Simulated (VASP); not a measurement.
Input of a VASP 6.6.1 run:

POSCAR

```
PbS
1.0
    0.0000000000      3.0047775019      3.0047775019
    3.0047775019      0.0000000000      3.0047775019
    3.0047775019      3.0047775019      0.0000000000
Pb S
1 1
Direct
    0.0000000000      0.0000000000      0.0000000000
    0.5000000000      0.5000000000      0.5000000000
```

Contents of INCAR.step1:

```
SYSTEM = PbS
  PREC = Accurate
  ENCUT = 520
  EDIFF = 1E-5
  ISMEAR = -1
  SIGMA = 0.05
  LREAL = .FALSE.
  LASPH = .TRUE.
  NELM = 80
  ALGO = Normal
  ISIF = 2
  LWAVE = .TRUE.
  LCHARG = .FALSE.
  NBANDS = 17
  GGA = PE
```

Contents of INCAR.step2:

```
SYSTEM = PbS
  PREC = Accurate
  ENCUT = 520
  EDIFF = 1E-6
  ISMEAR = -1
  SIGMA = 0.05
  LREAL = .FALSE.
  LASPH = .TRUE.
  NELM = 80
  ALGO = Normal
  ISIF = 2
  LWAVE = .FALSE.
  LCHARG = .FALSE.
  GGA = PE
  LHFCALC = .TRUE.
  AEXX = 1.0
  ALDAC = 0.0
  AGGAC = 0.0
  PRECFOCK = Normal
  NBANDS = 17
  ISTART = 1
```

File KPOINTS:

```
Automatic mesh
0
G
  4 4 4
  0 0 0
```

Potentials or basis: VASP PAW PBE potentials, release 64 (Pb_d, S).

Command:

```bash
$ cat potpaw_PBE.64/Pb_d/POTCAR potpaw_PBE.64/S/POTCAR > POTCAR
$ cp INCAR.step1 INCAR
$ mpirun -np 1 vasp_std > vasp.out
$ cp INCAR.step2 INCAR
$ mpirun -np 1 vasp_std > vasp.out
```

Task: Predict the pressure.

Result: 4.5 GPa.

Task: Estimate the band gap on the k mesh.

Result: 5.70 eV.

Caveat: the k points lie up to 0.45 Å⁻¹ apart; the PAW data sets were made with another functional, which shifts forces and pressure a little; spin-orbit coupling is left out, which moves the levels of the heavy elements. A k mesh can miss the band edges.
